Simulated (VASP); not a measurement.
# MgS (Niningerite) (Fm-3m) in VASP: a series of runs, part 2 of 2

VASP 6.6.1. The steps go on from the part before.

### Step 3. Single point, r2SCAN50

POSCAR reads:

```
MgS
1.0
    0.0000000000      2.6016500000      2.6016500000
    2.6016500000      0.0000000000      2.6016500000
    2.6016500000      2.6016500000      0.0000000000
S Mg
1 1
Direct
    0.5000000000      0.5000000000      0.5000000000
    0.0000000000      0.0000000000      0.0000000000
```

INCAR.step1 reads:

```
SYSTEM = MgS
PREC = Accurate
ENCUT = 520
EDIFF = 1E-5
ISMEAR = -1
SIGMA = 0.05
LREAL = .False.
LASPH = .True.
NELM = 80
ALGO = Normal
ISIF = 2
LWAVE = .True.
LCHARG = .False.
GGA = PE
NBANDS = 11
```

INCAR.step2 reads:

```
SYSTEM = MgS
PREC = Accurate
ENCUT = 520
EDIFF = 1E-6
ISMEAR = -1
SIGMA = 0.05
LREAL = .False.
LASPH = .True.
NELM = 80
ALGO = Normal
ISIF = 2
LWAVE = .False.
LCHARG = .False.
METAGGA = R2SCAN
LHFCALC = .True.
AEXX = 0.5
LMIXTAU = .True.
PRECFOCK = Normal
ISTART = 1
NBANDS = 11
```

KPOINTS reads:

```
regular mesh
0
Gamma
  5 5 5
  0 0 0
```

Potentials or basis: VASP PAW PBE potentials, release 64 (S, Mg).

The run is started by

```console
$ cat potpaw_PBE.64/S/POTCAR potpaw_PBE.64/Mg/POTCAR > POTCAR
$ cp INCAR.step1 INCAR
$ mpirun -np 1 vasp_std > vasp.out
$ cp INCAR.step2 INCAR
$ mpirun -np 1 vasp_std > vasp.out
```

OUTCAR:

```text
SYSTEM = MgS
   PREC = Accurate
   ENCUT = 520
   EDIFF = 1E-6
   ISMEAR = -1
   LREAL = .False.
   LASPH = .True.
   NELM = 80
   ISIF = 2
   METAGGA = R2SCAN
   LHFCALC = .True.
   AEXX = 0.5
   PRECFOCK = Normal
   ISTART = 1

 ion  position               nearest neighbor table
   1  0.500  0.500  0.500-   2 2.60   2 2.60   2 2.60   2 2.60   2 2.60   2 2.60
   2  0.000  0.000  0.000-   1 2.60   1 2.60   1 2.60   1 2.60   1 2.60   1 2.60

  LATTYP: Found a face centered cubic cell.
 ALAT       =     5.2033000000

  Lattice vectors:

 A1 = (   0.0000000000,   2.6016500000,   2.6016500000)
 A2 = (   2.6016500000,   0.0000000000,   2.6016500000)
 A3 = (   2.6016500000,   2.6016500000,   0.0000000000)

Analysis of symmetry for initial positions (statically):
[... 33 lines left out ...]
                                     Primitive cell

  volume of cell :      35.2190

  direct lattice vectors                    reciprocal lattice vectors
     0.000000000  2.601650000  2.601650000    -0.192185728  0.192185728  0.192185728
     2.601650000  0.000000000  2.601650000     0.192185728 -0.192185728  0.192185728
     2.601650000  2.601650000  0.000000000     0.192185728  0.192185728 -0.192185728

  length of vectors
     3.679288715  3.679288715  3.679288715     0.332875446  0.332875446  0.332875446

  position of ions in fractional coordinates (direct lattice)
[... 8 lines left out ...]
----------------------------------------------------------------------------------------

 KPOINTS: regular mesh

Automatic generation of k-mesh.
 Grid dimensions read from file:
 generate k-points for:    5    5    5

 Generating k-lattice:

  Cartesian coordinates                     Fractional coordinates (reciprocal lattice)
    -0.038437146  0.038437146  0.038437146     0.200000000  0.000000000  0.000000000
     0.038437146 -0.038437146  0.038437146     0.000000000  0.200000000  0.000000000
     0.038437146  0.038437146 -0.038437146     0.000000000  0.000000000  0.200000000

  Length of vectors
     0.066575089  0.066575089  0.066575089

  Shift w.r.t. Gamma in fractional coordinates (k-lattice)
     0.000000000  0.000000000  0.000000000

 Subroutine IBZKPT returns following result:
 ===========================================

 Found     10 irreducible k-points:

 Following reciprocal coordinates:
            Coordinates               Weight
  0.000000  0.000000  0.000000      1.000000
  0.200000  0.000000  0.000000      8.000000
  0.400000  0.000000  0.000000      8.000000
  0.200000  0.200000  0.000000      6.000000
  0.400000  0.200000  0.000000     24.000000
 -0.400000  0.200000  0.000000     24.000000
 -0.200000  0.200000  0.000000     12.000000
  0.400000  0.400000  0.000000      6.000000
 -0.400000  0.400000  0.000000     12.000000
 -0.400000  0.400000  0.200000     24.000000
   k-points           NKPTS =     10   k-points in BZ     NKDIM =    125   number of bands    NBANDS=     11
   number of dos      NEDOS =    301   number of ions     NIONS =      2
   total plane-waves  NPLWV =  21952
   dimension x,y,z NGX =    28 NGY =   28 NGZ =   28
   dimension x,y,z NGXF=    56 NGYF=   56 NGZF=   56
   ions per type =               1   1
   NGX,Y,Z   is equivalent  to a cutoff of  12.65, 12.65, 12.65 a.u.
   NGXF,Y,Z  is equivalent  to a cutoff of  25.30, 25.30, 25.30 a.u.
 SYSTEM =  MgS
   PREC   = accura    normal or accurate (medium, high low for compatibility)
   ISTART =      1    job   : 0-new  1-cont  2-samecut
   ICHARG =      0    charge: 1-file 2-atom 10-const
   ISPIN  =      1    spin polarized calculation?
   LNONCOLLINEAR =      F non collinear calculations
   LSORBIT =      F    spin-orbit coupling
   LASPH  =      T    aspherical Exc in radial PAW
   ENCUT  =  520.0 eV  38.22 Ry    6.18 a.u.   6.84  6.84  6.84*2*pi/ulx,y,z
   NELM   =     80;   NELMIN=  2; NELMDL=  0     # of ELM steps
   EDIFF  = 0.1E-05   stopping-criterion for ELM
   LREAL  =      F    real-space projection
   EDIFFG = 0.1E-04   stopping-criterion for IOM
   NSW    =      0    number of steps for IOM
   IBRION =     -1    ionic relax: 0-MD 1-quasi-New 2-CG
   NFREE  =      0    steps in history (QN), initial steepest desc. (CG)
   ISIF   =      2    stress and relaxation
   ISYM   =      3    0-nonsym 1-usesym 2-fastsym
   POTIM  = 0.5000    time-step for ionic-motion
   TEBEG  =    0.0;   TEEND  =   0.0 temperature during run
   PSTRESS=    0.0 pullay stress
   NELECT =       8.0000    total number of electrons
   NUPDOWN=      -1.0000    fix difference up-down
   EMIN   =  10.00;   EMAX   =-10.00  energy-range for DOS
   EFERMI =   0.00;   METHOD = LEGACY
   ISMEAR =    -1;   SIGMA  =   0.05  broadening in eV -4-tet -1-fermi 0-gaus
   EFERMI_NEDOS =   21; number of points for ismear=-14 and -15
   IALGO  =     38    algorithm
   IMIX   =      1    mixing-type and parameters
     AMIX     =   0.40;   BMIX     =  1.00
     AMIX_MAG =   1.60;   BMIX_MAG =  1.00
  volume/ion in A,a.u.               =      17.61       118.83
  Fermi-wavevector in a.u.,A,eV,Ry     =   0.998878  1.887606 13.575323  0.997758
  Thomas-Fermi vector in A             =   2.131131
   LORBIT       =      0    0 simple, 1 ext, 2 COOP (PROOUT), +10 PAW based schemes
   METAGGA = R2SCAN    functional components
   LHFCALC =     T    Hartree Fock is set to
   PRECFOCK=normal    Normal, Fast or Accurate (Low or Medium for compatibility)
   ENCUT4O =  -1.0   cutoff for four orbital integrals eV
   NKREDX  =     1    reduce k-point grid by
   NKREDY  =     1    reduce k-point grid by
   NKREDZ  =     1    reduce k-point grid by
   AEXX    =    0.5000 exact exchange contribution
   HFSCREEN=    0.0000 screening length (either q_TF or 0.3 A-1)
   HFSCREENC=   0.0000 screening length for correlation (either q_TF or 0.3 A-1)
   ENCUTFOCK=  -1.0 apply spherical cutoff to Coloumb kernel
   IVDW    =     0    specifies the selected vdW correction
   LEPSILON=     F    determine dielectric tensor
   LRPA    =     F    only Hartree local field effects (RPA)
 non-spin polarized calculation
  energy-cutoff  :      520.00
  volume of cell :       35.22
 maximum number of plane-waves:       962
  NGX = 24; NGY = 24; NGZ = 24

 number of electron       8.0000000 magnetization

 Free energy of the ion-electron system (eV)
  ---------------------------------------------------
  ext. energy  EPLUGINS =         0.00000000
  ---------------------------------------------------
  free energy    TOTEN  =       -15.84965985 eV

  energy without entropy =      -15.84965985  energy(sigma->0) =      -15.84965985

 E-fermi :   2.7175     XC(G=0):  -5.6928

 val. band max:        1.5901113720   @ k =   0.0000   0.0000   0.0000
 cond. band min:       8.4819915493   @ k =   0.4000   0.4000   0.0000
 fundamental gap:      6.8918801773
 Fermi energy:         2.7174972051

 k-point     1 :       0.0000    0.0000    0.0000
  band No.  band energies     occupation
      1     -13.8454      2.00000
      2       1.5901      2.00000
      3       1.5901      2.00000
      4       1.5901      2.00000
      5       9.1683      0.00000
      6      13.5243      0.00000
      7      13.5243      0.00000
      8      13.5243      0.00000
      9      16.3444      0.00000
     10      16.3444      0.00000
     11      18.2783      0.00000

 k-point     2 :       0.2000    0.0000    0.0000
  band No.  band energies     occupation
      1     -13.3994      2.00000
      2      -0.8310      2.00000
      3       1.3173      2.00000
      4       1.3173      2.00000
      5      10.3946      0.00000
      6      13.5187      0.00000
      7      13.7673      0.00000
      8      13.7673      0.00000
      9      15.6935      0.00000
     10      15.6935      0.00000
     11      18.3662      0.00000
[... 99 lines left out ...]
 k-point    10 :      -0.4000    0.4000    0.2000
  band No.  band energies     occupation
      1     -11.9314      2.00000
      2      -2.8588      2.00000
      3      -1.6386      2.00000
      4      -0.4578      2.00000
      5      10.6464      0.00000
      6      12.4950      0.00000
      7      13.1852      0.00000
      8      15.9139      0.00000
      9      19.1116      0.00000
     10      19.9791      0.00000
     11      23.1927      0.00000

------------------------ aborting loop because EDIFF is reached ----------------------------------------

  FORCE on cell =-STRESS in cart. coord.  units (eV):
  Direction    XX          YY          ZZ          XY          YZ          ZX
  --------------------------------------------------------------------------------------
  -------------------------------------------------------------------------------------
  Total       -0.4677077     -0.4677077     -0.4677077     -0.0000000     -0.0000000     -0.0000000
  in kB      -21.2769066    -21.2769066    -21.2769066     -0.0000000     -0.0000000     -0.0000000
  external PRESSURE =     -21.2769066 kB  Pullay stress =       0.0000000 kB

 VOLUME and BASIS-vectors are now :
 -----------------------------------------------------------------------------
  energy-cutoff  :      520.00
  volume of cell :       35.22
      direct lattice vectors                 reciprocal lattice vectors
     0.000000000  2.601650000  2.601650000    -0.192185728  0.192185728  0.192185728
     2.601650000  0.000000000  2.601650000     0.192185728 -0.192185728  0.192185728
     2.601650000  2.601650000  0.000000000     0.192185728  0.192185728 -0.192185728

 POSITION                                       TOTAL-FORCE (eV/Angst)
 -----------------------------------------------------------------------------------
      2.60165      2.60165      2.60165         0.000000      0.000000      0.000000
      0.00000      0.00000      0.00000        -0.000000     -0.000000     -0.000000
 -----------------------------------------------------------------------------------
    total drift:                               -0.000000     -0.000000     -0.000000

  FREE ENERGIE OF THE ION-ELECTRON SYSTEM (eV)
  ---------------------------------------------------
  free  energy   TOTEN  =       -15.8496598466 eV

  energy  without entropy=      -15.8496598466  energy(sigma->0) =      -15.84965985
```

Run time: 17 min. Hardware: 1 thread of AMD EPYC 7R13 (Zen 3), shared host; peak memory 0.13 GiB.

Results:

```yaml
Free_energy: -15.8497 eV
Pressure: -2.1 GPa
Band_gap_on_the_k_mesh: 6.89 eV, indirect (least direct gap 7.58 eV)
```

Levels at points of the mesh, in eV from the valence-band top:
```tsv
k point	band 1	band 2	band 3	band 4	band 5	band 6	band 7	band 8	band 9
(0.00, 0.00, 0.00)	-15.44	0.00	0.00	0.00	7.58	11.93	11.93	11.93	14.75
```

Caveat: the PAW data sets were made with another functional, which shifts forces and pressure a little. A k mesh can miss the band edges.
